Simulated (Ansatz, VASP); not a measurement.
## Two plane-wave programs on LiSi16

```
CELL_PARAMETERS angstrom
0.00000 5.43000 5.43000
5.43000 0.00000 5.43000
5.43000 5.43000 0.00000
ATOMIC_POSITIONS crystal
Si 0.00000 0.98601 0.99987
Si 0.12324 0.11823 0.12310
Si 0.99514 0.99771 0.49762
Si 0.12515 0.11989 0.61982
Si 0.99721 0.49716 0.99709
Si 0.11944 0.61942 0.11940
Si 0.00000 0.49994 0.48599
Si 0.12325 0.62319 0.61817
Si 0.49777 0.99769 0.99501
Si 0.61993 0.11988 0.12504
Si 0.49941 0.99936 0.49930
Si 0.62336 0.12330 0.62323
Si 0.48602 0.49995 0.99987
Si 0.61828 0.62317 0.12309
Si 0.49778 0.49508 0.49761
Si 0.61994 0.62510 0.61981
Li 0.86825 0.36822 0.86818
```

Alike in both runs: functional PBEsol; k mesh 2 × 2 × 2; occupations fermi-dirac, width 0.05 eV; collinear spin.

Ansatz relaxed the structure, and its values are those at the end. VASP's run is a single point on that final structure, the one shown.

```csv
,VASP,Ansatz
version,VASP 6.6.1,Ansatz 0.2.0
potentials or method,"VASP PAW PBE potentials, release 64 (Si, Li_sv), cutoff 520 eV","scalar-relativistic, plane waves, PAW"
valence electrons in the cell,67,67
```

|  | VASP | Ansatz | Ansatz less VASP |
| --- | --- | --- | --- |
| rms of the force components (eV/Å) | 0.016 | 0.016 | -0.0002 |
| net moment per atom (μB) | 0.00 | 0.00 | 0.000 |

VASP's potentials were made for PBE, not for PBEsol. Ansatz's warnings: seeded moment not kept.

The k mesh is coarse, so the values compare programs but aren't converged. Noted on VASP's run: the cutoff is under 1.25 times that of the potentials, so the pressure is a little rough.
